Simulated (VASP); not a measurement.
A run of VASP 6.6.1:

The input POSCAR:

```
ZnO
1.0
    3.3306336920      0.0000000000      0.0000000000
   -1.6653168460      2.8844133880      0.0000000000
    0.0000000000      0.0000000000      5.3338950000
Zn O
2 2
Direct
    0.3333333333      0.6666666667      0.0000000000
    0.6666666667      0.3333333333      0.5000000000
    0.3333333333      0.6666666667      0.3821000000
    0.6666666667      0.3333333333      0.8821000000
```

File INCAR.step1:

```
ALGO = Normal ; EDIFF = 1E-4
ENCUT = 520 ; GGA = PE
ISMEAR = 0 ; LASPH = True
LCHARG = False ; LREAL = False
LWAVE = True ; NBANDS = 26
NELM = 60 ; PREC = Accurate
SIGMA = 0.05
```

The input INCAR.step2:

```
ALGO = Normal ; EDIFF = 1E-6
ENCUT = 520 ; ISIF = 2
ISMEAR = 0 ; ISTART = 1
LASPH = True ; LCHARG = False
LMIXTAU = True ; LREAL = False
LWAVE = False ; METAGGA = R2SCAN
NBANDS = 26 ; NELM = 60
PREC = Accurate ; SIGMA = 0.05
```

The input KPOINTS:

```
k-points
0
Gamma
  12 12 6
```

Potentials or basis: VASP PAW PBE potentials, release 64 (Zn, O).

Command:

```console
$ cat potpaw_PBE.64/Zn/POTCAR potpaw_PBE.64/O/POTCAR > POTCAR
$ cp INCAR.step1 INCAR
$ mpirun -np 1 vasp_std > vasp.out
$ cp INCAR.step2 INCAR
$ mpirun -np 1 vasp_std > vasp.out
```

Hardware: 1 thread of Intel(R) Xeon(R) 6975P-C (Granite Rapids) (shared host).

Problem. Estimate the wall time of this run.

Solution. It took 2.9 min on 1 thread of Intel(R) Xeon(R) 6975P-C (Granite Rapids), on a shared host, peak memory 0.23 GiB. Counts: k points 76.
